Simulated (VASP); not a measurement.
CoO, 2 atoms in the cell. It takes space group R-3m (No. 166, trigonal). Conventional cell: a = 3.101 Å, b = 3.101 Å, c = 7.052 Å, α = 90.00°, β = 90.00°, γ = 120.00°. Within 2.8 Å of Co (site symmetry -3m) lie 6 O at 2.14 Å. Within 2.8 Å of O (site symmetry -3m) lie 6 Co at 2.14 Å. 

- Program: VASP 6.6.1
- Task: single point
- Functional: revPBE
- Potentials or basis: VASP PAW PBE potentials, release 64 (Co_sv, O)
- Cutoff: 700 eV
- k mesh: 11 × 11 × 11
- Occupations: fermi-dirac, width 0.05 eV
- Spin: collinear spin, ferromagnetic start
- Starting moments: [2.0, 0.0] μB
- Dipole correction: no
- Further INCAR settings: ALGO = Normal; EDIFF = 1e-06; NBANDS = 22

Potentials or basis: VASP PAW PBE potentials, release 64 (Co_sv, O).

The run is started by

```console
$ cat potpaw_PBE.64/Co_sv/POTCAR potpaw_PBE.64/O/POTCAR > POTCAR
$ mpirun -np 1 vasp_std > vasp.out
```

Hardware: 1 thread of Intel(R) Xeon(R) Platinum 8259CL CPU @ 2.50GHz (Skylake/Cascade Lake) (shared host).

Problem. How long does it take, and how much memory?

Solution. Run time: 4.9 min on 1 thread of Intel(R) Xeon(R) Platinum 8259CL CPU @ 2.50GHz (Skylake/Cascade Lake) (shared host), peak memory 0.28 GiB. Counts: scf iterations 16, k points 146.
